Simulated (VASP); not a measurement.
# TePb (Pm-3m) in VASP: a series of runs

TePb is run at these levels: BLYP, revPBE, BLYP+D3(BJ), BLYP+D4; tasks: single point, relaxation of cell and atoms.

Everything below comes from runs of VASP 6.6.1. Logs are shortened: lines on timing, memory, paths and dates and some standing lists are left out, and cuts for length are marked.

## (1) The cell of the first run

The structure is cubic, space group Pm-3m (No. 221). Conventional cell: a = 4.125 Å, b = 4.125 Å, c = 4.125 Å, α = 90.00°, β = 90.00°, γ = 90.00°. Pb (site symmetry m-3m) has 8 Te at 3.57 Å and 6 Pb at 4.12 Å within 4.7 Å. Within 4.7 Å of Te (site symmetry m-3m) lie 8 Pb at 3.57 Å and 6 Te at 4.12 Å.

## (2) Single point, BLYP

The input, INCAR:

```
SYSTEM = TePb
AGGAC = 1.0
AGGAX = 1.0
ALDAC = 0.0
ALDAX = 1.0
ALGO = Normal
EDIFF = 1E-7
ENCUT = 520
GGA = B5
ISIF = 2
ISMEAR = -1
LASPH = .TRUE.
LCHARG = .FALSE.
LREAL = .FALSE.
LWAVE = .FALSE.
NBANDS = 17
NELM = 100
PREC = Accurate
SIGMA = 0.05
```

The input, KPOINTS:

```
k-points
0
G
  7 7 7
  0 0 0
```

The input, POSCAR:

```
TePb
1.0
    4.1248348381      0.0000000000      0.0000000000
    0.0000000000      4.1248348381      0.0000000000
    0.0000000000      0.0000000000      4.1248348381
Pb Te
1 1
Direct
    0.0000000000      0.0000000000      0.0000000000
    0.5000000000      0.5000000000      0.5000000000
```

Potentials or basis: VASP PAW PBE potentials, release 64 (Pb_d, Te).

The run is started by

```
$ cat potpaw_PBE.64/Pb_d/POTCAR potpaw_PBE.64/Te/POTCAR > POTCAR
$ mpirun -np 1 vasp_std > vasp.out
```

OUTCAR:

```text
SYSTEM = TePb
   EDIFF = 1E-7
   ENCUT = 520
   GGA = B5
   ISIF = 2
   ISMEAR = -1
   LASPH = .TRUE.
   LREAL = .FALSE.
   NELM = 100
   PREC = Accurate

 ion  position               nearest neighbor table
   1  0.000  0.000  0.000-   2 3.57   2 3.57   2 3.57   2 3.57   2 3.57   2 3.57   2 3.57   2 3.57

   2  0.500  0.500  0.500-   1 3.57   1 3.57   1 3.57   1 3.57   1 3.57   1 3.57   1 3.57   1 3.57

  LATTYP: Found a simple cubic cell.
 ALAT       =     4.1248348381

  Lattice vectors:

 A1 = (   4.1248348381,   0.0000000000,   0.0000000000)
 A2 = (   0.0000000000,   4.1248348381,   0.0000000000)
 A3 = (   0.0000000000,   0.0000000000,   4.1248348381)

Analysis of symmetry for initial positions (statically):
=====================================================================
 Subroutine PRICEL returns:
 Original cell was already a primitive cell.

 Routine SETGRP: Setting up the symmetry group for a
 simple cubic supercell.

 Subroutine GETGRP returns: Found 48 space group operations
 (whereof 48 operations were pure point group operations)
 out of a pool of 48 trial point group operations.

The static configuration has the point symmetry O_h .

Analysis of symmetry for dynamics (positions and initial velocities):
=====================================================================
 Subroutine PRICEL returns:
 Original cell was already a primitive cell.

 Routine SETGRP: Setting up the symmetry group for a
 simple cubic supercell.

 Subroutine GETGRP returns: Found 48 space group operations
 (whereof 48 operations were pure point group operations)
 out of a pool of 48 trial point group operations.

The dynamic configuration has the point symmetry O_h .

 Subroutine INISYM returns: Found 48 space group operations
 (whereof 48 operations are pure point group operations),
 and found     1 'primitive' translations

----------------------------------------------------------------------------------------

                                     Primitive cell

  volume of cell :      70.1810

  direct lattice vectors                    reciprocal lattice vectors
     4.124834838  0.000000000  0.000000000     0.242433949  0.000000000  0.000000000
     0.000000000  4.124834838  0.000000000     0.000000000  0.242433949  0.000000000
     0.000000000  0.000000000  4.124834838     0.000000000  0.000000000  0.242433949

  length of vectors
[... 75 lines left out ...]
   ENCUT  =  520.0 eV  38.22 Ry    6.18 a.u.   7.67  7.67  7.67*2*pi/ulx,y,z
   NELM   =    100;   NELMIN=  2; NELMDL= -5     # of ELM steps
   EDIFF  = 0.1E-06   stopping-criterion for ELM
   LREAL  =      F    real-space projection
   EDIFFG = 0.1E-05   stopping-criterion for IOM
   NSW    =      0    number of steps for IOM
   IBRION =     -1    ionic relax: 0-MD 1-quasi-New 2-CG
   NFREE  =      0    steps in history (QN), initial steepest desc. (CG)
   ISIF   =      2    stress and relaxation
   ISYM   =      2    0-nonsym 1-usesym 2-fastsym
   POTIM  = 0.5000    time-step for ionic-motion
   TEBEG  =    0.0;   TEEND  =   0.0 temperature during run
   PSTRESS=    0.0 pullay stress
   NELECT =      20.0000    total number of electrons
   NUPDOWN=      -1.0000    fix difference up-down
   EMIN   =  10.00;   EMAX   =-10.00  energy-range for DOS
   EFERMI =   0.00;   METHOD = LEGACY
   ISMEAR =    -1;   SIGMA  =   0.05  broadening in eV -4-tet -1-fermi 0-gaus
   EFERMI_NEDOS =   21; number of points for ismear=-14 and -15
   IALGO  =     38    algorithm
   IMIX   =      4    mixing-type and parameters
     AMIX     =   0.40;   BMIX     =  1.00
     AMIX_MAG =   1.60;   BMIX_MAG =  1.00
  volume/ion in A,a.u.               =      35.09       236.80
  Fermi-wavevector in a.u.,A,eV,Ry     =   1.077321  2.035841 15.791187  1.160620
  Thomas-Fermi vector in A             =   2.213229
   LORBIT       =      0    0 simple, 1 ext, 2 COOP (PROOUT), +10 PAW based schemes
   GGA     = B5    functional components
   LHFCALC =     F    Hartree Fock is set to
   AEXX    =    0.0000 exact exchange contribution
   IVDW    =     0    specifies the selected vdW correction
   LEPSILON=     F    determine dielectric tensor
   LRPA    =     F    only Hartree local field effects (RPA)
 non-spin polarized calculation
  energy-cutoff  :      520.00
  volume of cell :       70.18
 maximum number of plane-waves:      1907
 NGX is ok and might be reduce to    32
   NGX = 15   NGY = 15   NGZ = 15

 number of electron      19.9999997 magnetization

 Free energy of the ion-electron system (eV)
  ---------------------------------------------------
  ext. energy  EPLUGINS =         0.00000000
  ---------------------------------------------------
  free energy    TOTEN  =        -5.76806268 eV

  energy without entropy =       -5.75966897  energy(sigma->0) =       -5.76386583

 E-fermi :   5.8908     XC(G=0):  -8.6794

 val. band max:        5.8441353911   @ k =   0.4286   0.2857   0.0000
 cond. band min:       5.9910957587   @ k =   0.4286   0.4286   0.0000
 fundamental gap:      0.1469603677
 Fermi energy:         5.8908204213

 k-point     1 :       0.0000    0.0000    0.0000
  band No.  band energies     occupation
      1     -11.4065      2.00000
      2     -11.4065      2.00000
      3     -11.3463      2.00000
      4     -11.3463      2.00000
      5     -11.3463      2.00000
      6      -5.7582      2.00000
[... 377 lines left out ...]
      4     -11.3312      2.00000
      5     -11.3312      2.00000
      6      -3.8316      2.00000
[... 9 lines left out ...]
     16      17.7531      0.00000
     17      19.4915      0.00000

------------------------ aborting loop because EDIFF is reached ----------------------------------------

  FORCE on cell =-STRESS in cart. coord.  units (eV):
  Direction    XX          YY          ZZ          XY          YZ          ZX
  --------------------------------------------------------------------------------------
  -------------------------------------------------------------------------------------
  Total        0.0233516      0.0233516      0.0233516     -0.0000000      0.0000000      0.0000000
  in kB        0.5330986      0.5330986      0.5330986     -0.0000000      0.0000000      0.0000000
  external PRESSURE =       0.5330986 kB  Pullay stress =       0.0000000 kB

 VOLUME and BASIS-vectors are now :
 -----------------------------------------------------------------------------
  energy-cutoff  :      520.00
  volume of cell :       70.18
      direct lattice vectors                 reciprocal lattice vectors
     4.124834838  0.000000000  0.000000000     0.242433949  0.000000000  0.000000000
     0.000000000  4.124834838  0.000000000     0.000000000  0.242433949  0.000000000
     0.000000000  0.000000000  4.124834838     0.000000000  0.000000000  0.242433949

 POSITION                                       TOTAL-FORCE (eV/Angst)
 -----------------------------------------------------------------------------------
      0.00000      0.00000      0.00000         0.000000      0.000000      0.000000
      2.06242      2.06242      2.06242         0.000000      0.000000      0.000000
 -----------------------------------------------------------------------------------
    total drift:                                0.000000      0.000000     -0.000000

  FREE ENERGIE OF THE ION-ELECTRON SYSTEM (eV)
  ---------------------------------------------------
  free  energy   TOTEN  =        -5.7680626804 eV

  energy  without entropy=       -5.7596689740  energy(sigma->0) =       -5.76386583
```

It took 51 s on 1 thread of Intel Xeon 8259CL, shared host; peak memory 0.18 GiB.

Results:

| Item | Value |
| --- | --- |
| Free energy | -5.7681 eV |
| Pressure | 0.1 GPa |
| Band gap on the k mesh | zero (bands 10 and 11 overlap by 0.51 eV) |

Caveat: semilocal functionals underestimate gaps, so a narrow gap can read as zero; the PAW data sets were made with another functional, which shifts forces and pressure a little; spin-orbit coupling is left out, which moves the levels of the heavy elements.

## (3) Relaxation of cell and atoms, revPBE

This run uses another cell than the first one, of 32.05 Å³/atom.

The input, INCAR:

```
PREC = Accurate
ENCUT = 600
EDIFF = 1E-6
ISMEAR = -1
SIGMA = 0.05
LREAL = F
LASPH = T
NELM = 80
ALGO = Normal
ISIF = 3
LWAVE = F
LCHARG = F
GGA = RE
IBRION = 2
NSW = 60
EDIFFG = -0.01
```

The input, KPOINTS:

```
Automatic mesh
0
Gamma
  7 7 7
```

The input, POSCAR:

```
TePb
1.0
    4.0022870000      0.0000000000      0.0000000000
    0.0000000000      4.0022870000      0.0000000000
    0.0000000000      0.0000000000      4.0022870000
Pb Te
1 1
Direct
    0.0000000000      0.0000000000      0.0000000000
    0.5000000000      0.5000000000      0.5000000000
```

Potentials or basis: VASP PAW PBE potentials, release 64 (Pb_d, Te).

The run is started by

```
$ cat potpaw_PBE.64/Pb_d/POTCAR potpaw_PBE.64/Te/POTCAR > POTCAR
$ mpirun -np 1 vasp_std > vasp.out
```

Wall time 57 s (1 thread of Intel Xeon 8259CL, shared host); peak memory 0.2 GiB.

Results (log left out):

| Item | Value |
| --- | --- |
| Free energy | -6.4395 eV |
| Relaxed volume | 32.94 Å³/atom |
| Relaxed cell | a = 4.039 Å, b = 4.039 Å, c = 4.039 Å, α = 90.00°, β = 90.00°, γ = 90.00° |
| Space group after relaxing (to 0.1 Å) | Pm-3m (No. 221) |
| Energy gained by relaxing | 2.9 meV/atom |
| Ionic steps | 3 |
| Pressure after relaxing | 0.0 GPa |
| Band gap on the k mesh | zero (bands 10 and 11 overlap by 0.70 eV) |

The path:
| step | energy change (eV) | largest force (eV/Å) | pressure (GPa) | volume (Å³) |
| --- | --- | --- | --- | --- |
| 1 | 0.0000 | 0.0000 | 1.09 | 64.11 |
| 2 | -0.0058 | 0.0000 | -0.15 | 66.15 |
| 3 | -0.0059 | 0.0000 | 0.00 | 65.88 |

Final structure:
```
CELL_PARAMETERS angstrom
4.03879 0.00000 0.00000
0.00000 4.03879 0.00000
0.00000 0.00000 4.03879
ATOMIC_POSITIONS crystal
Pb 0.00000 0.00000 0.00000
Te 0.50000 0.50000 0.50000
```

Levels at points of the mesh, in eV from the Fermi level:
```csv
k point,band 8,band 9,band 10,band 11,band 12,band 13
"(0.00, 0.00, 0.00)",-1.52,-1.52,-1.52,4.04,4.04,5.07
```

Caveat: semilocal functionals underestimate gaps, so a narrow gap can read as zero; the PAW data sets were made with another functional, which shifts forces and pressure a little; spin-orbit coupling is left out, which moves the levels of the heavy elements.

## (4) Relaxation of cell and atoms, BLYP

This run uses another cell than the first one, of 32.05 Å³/atom.

The input, INCAR:

```
AGGAC    = 1.0          
AGGAX    = 1.0          
ALDAC    = 0.0          
ALDAX    = 1.0          
ALGO     = Normal         # electronic algorithm
EDIFF    = 1E-7           # SCF threshold, eV
EDIFFG   = -0.01          # ionic threshold
ENCUT    = 600            # plane-wave cutoff, eV
GGA      = B5             # functional
IBRION   = 2              # ionic algorithm
ISIF     = 3              # what is computed and relaxed
ISMEAR   = -1             # smearing method
LASPH    = True           # aspherical terms in the spheres
LCHARG   = False          # write CHGCAR
LREAL    = False          # projectors in reciprocal space
LWAVE    = False          # write WAVECAR
NELM     = 80             # most SCF steps
NSW      = 60             # ionic steps
PREC     = Accurate       # precision mode
SIGMA    = 0.05           # smearing width, eV
```

The input, KPOINTS:

```
k-points
0
Gamma
  7 7 7
```

POSCAR is that of step 3.

The run is started by

```
$ cat potpaw_PBE.64/Pb_d/POTCAR potpaw_PBE.64/Te/POTCAR > POTCAR
$ mpirun -np 1 vasp_std > vasp.out
```

Wall time 2.2 min (1 thread of Intel Xeon 8259CL, shared host); peak memory 0.2 GiB.

The run converged. Its results:

```yaml
Free_energy: -5.7674 eV
Relaxed_volume: 35.16 Å³/atom
Relaxed_cell: a = 4.127 Å, b = 4.127 Å, c = 4.127 Å, α = 90.00°, β = 90.00°, γ = 90.00°
Space_group_after_relaxing_to_0.1_Å: Pm-3m (No. 221)
Energy_gained_by_relaxing: 34.7 meV/atom
Ionic_steps: 3
Pressure_after_relaxing: 0.0 GPa
Band_gap_on_the_k_mesh: zero (bands 10 and 11 overlap by 0.51 eV)
```

Step by step:
```csv
step,energy change (eV),largest force (eV/Å),pressure (GPa),volume (Å³)
1,0.0000,0.0000,3.88,64.11
2,-0.0672,0.0000,-0.57,71.58
3,-0.0694,0.0000,0.01,70.32
```

Final structure:
```
Pb Te
1.0
     4.12747    0.00000    0.00000
     0.00000    4.12747    0.00000
     0.00000    0.00000    4.12747
Pb Te
1 1
Direct
  0.00000 0.00000 0.00000
  0.50000 0.50000 0.50000
```

Levels at points of the mesh, in eV from the Fermi level:
| k point | band 6 | band 7 | band 8 | band 9 | band 10 | band 11 | band 12 | band 13 | band 14 |
| --- | --- | --- | --- | --- | --- | --- | --- | --- | --- |
| (0.00, 0.00, 0.00) | -11.64 | -7.22 | -1.41 | -1.41 | -1.41 | 4.43 | 4.43 | 4.46 | 4.46 |

Caveat: semilocal functionals underestimate gaps, so a narrow gap can read as zero; the PAW data sets were made with another functional, which shifts forces and pressure a little; spin-orbit coupling is left out, which moves the levels of the heavy elements.

(Continued in part 2 of 2.)
